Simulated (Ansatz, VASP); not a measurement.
**Os, level by level in two programs**

```
Os
1.0
     2.75221    0.00000    0.00000
    -1.37610    2.38348    0.00000
     0.00000    0.00000    4.34831
Os
2
Direct
  0.66667 0.33333 0.75000
  0.33333 0.66667 0.25000
```

Single points on this cell with VASP 6.6.1 and Ansatz 0.2.0. Each row is one pair of runs. Alike in all rows: spin: off; k mesh: 11 × 11 × 6; smearing: fermi-dirac, width 0.05 eV; VASP's potentials, cutoff: VASP PAW PBE potentials, release 64 (Os), 520 eV.

```tsv
level	Ansatz's potentials, cutoff	gap on the k mesh at the Fermi level (eV), VASP	gap on the k mesh at the Fermi level (eV), Ansatz	pressure (GPa), VASP	pressure (GPa), Ansatz
PBEsol	Ansatz PAW, 420 eV	none	none	-10.4	-10.6
r2SCAN+D3(BJ)	Ansatz PAW, 500 eV	none	none	-9.7	-10.5
BLYP	Ansatz PAW, 420 eV	none	none	20.4	17.0
PBE+D4	Ansatz PAW, 420 eV	none	none	-6.8	-6.7
PBEsol+D3(BJ)	Ansatz PAW, 420 eV	none	none	-17.8	-18.0
RPBE	Ansatz PAW, 420 eV	none	none	4.2	4.5
revPBE+D3(BJ)	Ansatz PAW, 420 eV	none	none	-10.6	-10.3
BLYP+D4	Ansatz PAW, 420 eV	?	none	?	2.5
```

Problem. Fill in what VASP gave in row 8.

Solution. gap on the k mesh at the Fermi level (eV): none; pressure (GPa): 5.9.

VASP's potentials hold 16 valence electrons a cell and Ansatz's 32, so a difference there can come from the potentials and not from the codes.

A gap of «none» marks a metal or a gap that the smearing closes.

Spin-orbit coupling is off throughout.
